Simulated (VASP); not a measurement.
# BP (vh.b) (F-43m) in VASP: notebook, part 2 of 2

VASP 6.6.1. Earlier steps stand in the parts before.

### 3 Single point, PBE

Input file INCAR:

```
SYSTEM = BP
PREC     = Accurate       ! precision mode
ENCUT    = 500            ! plane-wave cutoff, eV
EDIFF    = 1E-6           ! SCF threshold, eV
ISMEAR   = 0              ! smearing method
SIGMA    = 0.02           ! smearing width, eV
LREAL    = .FALSE.        ! projectors in reciprocal space
LASPH    = .TRUE.         ! aspherical terms in the spheres
NELM     = 120            ! most SCF steps
ALGO     = Normal         ! electronic algorithm
ISIF     = 2              ! what is computed and relaxed
LWAVE    = .FALSE.        ! write WAVECAR
LCHARG   = .FALSE.        ! write CHGCAR
GGA      = PE             ! functional
NBANDS   = 11             ! bands
GGA_COMPAT= .FALSE.
```

Input file KPOINTS:

```
regular mesh
0
G
  10 10 10
  0 0 0
```

Input file POSCAR:

```
BP
1.0
    0.0000000000      2.2741219923      2.2741219923
    2.2741219923      0.0000000000      2.2741219923
    2.2741219923      2.2741219923      0.0000000000
B P
1 1
Direct
    0.0000000000      0.0000000000      0.0000000000
    0.2500000000      0.2500000000      0.2500000000
```

Potentials or basis: VASP PAW PBE potentials, release 64 (B, P).

Command:

```
> cat potpaw_PBE.64/B/POTCAR potpaw_PBE.64/P/POTCAR > POTCAR
> mpirun -np 1 vasp_std > vasp.out
```

OUTCAR:

```text
SYSTEM = BP
   PREC = Accurate
   ENCUT = 500
   EDIFF = 1E-6
   ISMEAR = 0
   LREAL = .FALSE.
   LASPH = .TRUE.
   NELM = 120
   ISIF = 2
   GGA = PE

 ion  position               nearest neighbor table
   1  0.000  0.000  0.000-   2 1.97   2 1.97   2 1.97   2 1.97
   2  0.250  0.250  0.250-   1 1.97   1 1.97   1 1.97   1 1.97

  LATTYP: Found a face centered cubic cell.
 ALAT       =     4.5482439846

  Lattice vectors:

 A1 = (   0.0000000000,   2.2741219923,   2.2741219923)
 A2 = (   2.2741219923,   0.0000000000,   2.2741219923)
 A3 = (   2.2741219923,   2.2741219923,   0.0000000000)

Analysis of symmetry for initial positions (statically):
=====================================================================
 Subroutine PRICEL returns:
 Original cell was already a primitive cell.

 Routine SETGRP: Setting up the symmetry group for a
 face centered cubic supercell.

 Subroutine GETGRP returns: Found 24 space group operations
 (whereof 24 operations were pure point group operations)
 out of a pool of 48 trial point group operations.

The static configuration has the point symmetry T_d .

Analysis of symmetry for dynamics (positions and initial velocities):
=====================================================================
 Subroutine PRICEL returns:
 Original cell was already a primitive cell.

 Routine SETGRP: Setting up the symmetry group for a
 face centered cubic supercell.

 Subroutine GETGRP returns: Found 24 space group operations
 (whereof 24 operations were pure point group operations)
 out of a pool of 48 trial point group operations.

The dynamic configuration has the point symmetry T_d .

 Subroutine INISYM returns: Found 24 space group operations
 (whereof 24 operations are pure point group operations),
 and found     1 'primitive' translations

----------------------------------------------------------------------------------------

                                     Primitive cell

  volume of cell :      23.5218

  direct lattice vectors                    reciprocal lattice vectors
[... 112 lines left out ...]
   GGA     = PE    functional components
   LHFCALC =     F    Hartree Fock is set to
   AEXX    =    0.0000 exact exchange contribution
   IVDW    =     0    specifies the selected vdW correction
   LEPSILON=     F    determine dielectric tensor
   LRPA    =     F    only Hartree local field effects (RPA)
 non-spin polarized calculation
 Gauss-broadening in eV      SIGMA  =   0.02
  energy-cutoff  :      500.00
  volume of cell :       23.52
 maximum number of plane-waves:       610
   NGX = 11   NGY = 11   NGZ = 11

 number of electron       8.0000000 magnetization

 Free energy of the ion-electron system (eV)
  ---------------------------------------------------
  ext. energy  EPLUGINS =         0.00000000
  ---------------------------------------------------
  free energy    TOTEN  =       -12.93057601 eV

  energy without entropy =      -12.93057601  energy(sigma->0) =      -12.93057601

 E-fermi :   7.4766     XC(G=0): -10.8781

 val. band max:        7.3530926990   @ k =   0.0000   0.0000   0.0000
 cond. band min:       8.6015473135   @ k =   0.4000   0.4000   0.0000
 fundamental gap:      1.2484546145
 Fermi energy:         7.4765864996

 k-point     1 :       0.0000    0.0000    0.0000
  band No.  band energies     occupation
      1      -8.0471      2.00000
      2       7.3531      2.00000
      3       7.3531      2.00000
      4       7.3531      2.00000
      5      10.7439      0.00000
      6      10.7439      0.00000
      7      10.7439      0.00000
      8      14.6246      0.00000
      9      18.8204      0.00000
     10      19.4626      0.00000
     11      19.4626      0.00000
[... 309 lines left out ...]
 k-point    24 :       0.4000    0.3000    0.0000
  band No.  band energies     occupation
      1      -5.1253      2.00000
      2       1.2077      2.00000
      3       3.3300      2.00000
      4       3.8591      2.00000
      5       9.1699      0.00000
      6      10.9781      0.00000
      7      16.7829      0.00000
      8      16.7981      0.00000
      9      21.2750      0.00000
     10      22.5768      0.00000
     11      24.3152      0.00000

 [... further k-points ...]
[... 5 lines left out ...]
  --------------------------------------------------------------------------------------
  -------------------------------------------------------------------------------------
  Total       -0.0303197     -0.0303197     -0.0303197      0.0000000      0.0000000      0.0000000
  in kB       -2.0652089     -2.0652089     -2.0652089      0.0000000      0.0000000      0.0000000
  external PRESSURE =      -2.0652089 kB  Pullay stress =       0.0000000 kB

 VOLUME and BASIS-vectors are now :
 -----------------------------------------------------------------------------
  energy-cutoff  :      500.00
  volume of cell :       23.52
      direct lattice vectors                 reciprocal lattice vectors
     0.000000000  2.274121992  2.274121992    -0.219865074  0.219865074  0.219865074
     2.274121992  0.000000000  2.274121992     0.219865074 -0.219865074  0.219865074
     2.274121992  2.274121992  0.000000000     0.219865074  0.219865074 -0.219865074

 POSITION                                       TOTAL-FORCE (eV/Angst)
 -----------------------------------------------------------------------------------
      0.00000      0.00000      0.00000         0.000000     -0.000000      0.000000
      1.13706      1.13706      1.13706        -0.000000      0.000000     -0.000000
 -----------------------------------------------------------------------------------
    total drift:                                0.000000      0.000000      0.000000

  FREE ENERGIE OF THE ION-ELECTRON SYSTEM (eV)
  ---------------------------------------------------
  free  energy   TOTEN  =       -12.9305760114 eV

  energy  without entropy=      -12.9305760114  energy(sigma->0) =      -12.93057601
```

stdout:

```text
POSCAR found type information on POSCAR B P
 POSCAR found :  2 types and       2 ions
 scaLAPACK will be used
 LDA part: xc-table for (Slater+PW92), standard interpolation
 POSCAR, INCAR and KPOINTS ok, starting setup
 FFT: planning ... GRIDC
 FFT: planning ... GRID_SOFT
 FFT: planning ... GRID
 WAVECAR not read
 entering main loop
```

Wall time 15 s (1 thread of Intel Xeon 8259CL, shared host); peak memory 0.14 GiB.

What came out:

* Free energy: -12.9306 eV
* Pressure: -0.2 GPa
* Band gap on the k mesh: 1.25 eV, indirect (least direct gap 3.39 eV)
